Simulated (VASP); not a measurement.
Input of a VASP 6.6.1 run:

Contents of INCAR:

```
  ALGO = Normal
  EDIFF = 1E-6
  ENCUT = 520
  GGA = PE
  ISIF = 2
  ISMEAR = -1
  LASPH = T
  LCHARG = T
  LDAU = T
  LDAUJ = 0 0
  LDAUL = -1 2
  LDAUPRINT = 1
  LDAUTYPE = 2
  LDAUU = 0 1
  LELF = T
  LMAXMIX = 4
  LREAL = F
  LVHAR = T
  LWAVE = F
  NBANDS = 26
  NELM = 150
  PREC = Accurate
  SIGMA = 0.05
```

KPOINTS

```
k-points
0
Gamma
  9 9 9
```

The input POSCAR:

```
Pd3I
1.0
   -2.1469490000      2.1469490000      3.8759100000
    2.1469490000     -2.1469490000      3.8759100000
    2.1469490000      2.1469490000     -3.8759100000
I Pd
1 3
Direct
    0.0000000000      0.0000000000      0.0000000000
    0.5000000000      0.5000000000      0.0000000000
    0.2500000000      0.7500000000      0.5000000000
    0.7500000000      0.2500000000      0.5000000000
```

Potentials or basis: VASP PAW PBE potentials, release 64 (I, Pd).

Command:

```console
$ cat potpaw_PBE.64/I/POTCAR potpaw_PBE.64/Pd/POTCAR > POTCAR
$ mpirun -np 1 vasp_std > vasp.out
```

**Question.** Estimate the band gap on the k mesh.

**Answer.** Zero (an odd number of electrons rules out a gap without spin polarisation).

**Question.** What does it give for the pressure?

**Answer.** -1.6 GPa.

Eigenvalues of the final occupation matrices:
| site | spin | trace | eigenvalues |
| --- | --- | --- | --- |
| site 2 d | 1 | 4.39 | 0.86 0.86 0.88 0.89 0.90 |
| site 2 d | 2 | 4.39 | 0.86 0.86 0.88 0.89 0.90 |
| site 3 d | 1 | 4.40 | 0.85 0.85 0.88 0.91 0.91 |
| site 3 d | 2 | 4.40 | 0.85 0.85 0.88 0.91 0.91 |
| site 4 d | 1 | 4.40 | 0.85 0.85 0.88 0.91 0.91 |
| site 4 d | 2 | 4.40 | 0.85 0.85 0.88 0.91 0.91 |

Caveat: spin-orbit coupling is left out, which moves the levels of the heavy elements; an odd number of electrons without spin polarisation forces a metal; a magnetic or distorted state may lie lower; U without spin polarisation on a metal has little footing.
